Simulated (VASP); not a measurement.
GaSb3:

```
CELL_PARAMETERS angstrom
0.00000 3.73060 3.73060
3.73060 0.00000 3.73060
3.73060 3.73060 0.00000
ATOMIC_POSITIONS crystal
Sb 0.50000 0.50000 0.50000
Sb 0.75000 0.75000 0.75000
Sb 0.25000 0.25000 0.25000
Ga 0.00000 0.00000 0.00000
```

| Property | Result |
| --- | --- |
| Program | VASP 6.6.1 |
| Task | relaxation of cell and atoms |
| Functional | LDA |
| Potentials or basis | VASP PAW LDA potentials, release 64 (Sb, Ga_d) |
| Cutoff | 600 eV |
| k mesh | 6 × 6 × 6 |
| Occupations | fermi-dirac, width 0.05 eV |
| Spin | no spin polarisation |

At the start: pressure -4.5 GPa; volume 25.96 Å³/atom.

Q: How do energy, volume and symmetry change on relaxing?

A: Over 3 steps the energy falls by 32.9 meV/atom and the volume is 23.79 Å³/atom (-8.3 %); space group Fm-3m (No. 225, to 0.05 Å).

Step by step:
```tsv
step	energy change (eV)	largest force (eV/Å)	pressure (GPa)	volume (Å³)
1	0.0000	0.0000	-4.45	103.84
2	-0.1246	0.0000	1.31	93.37
3	-0.1317	0.0000	-0.02	95.18
```

Final structure:
```cif
data_structure
_symmetry_space_group_name_H-M 'P 1'
_symmetry_Int_Tables_number 1
_cell_length_a 5.1249
_cell_length_b 5.1249
_cell_length_c 5.1249
_cell_angle_alpha 60.000
_cell_angle_beta 60.000
_cell_angle_gamma 60.000
_cell_volume 95.18
loop_
_atom_site_label
_atom_site_type_symbol
_atom_site_fract_x
_atom_site_fract_y
_atom_site_fract_z
_atom_site_occupancy
Sb1 Sb 0.50000 0.50000 0.50000 1
Sb2 Sb 0.75000 0.75000 0.75000 1
Sb3 Sb 0.25000 0.25000 0.25000 1
Ga1 Ga 0.00000 0.00000 0.00000 1
```
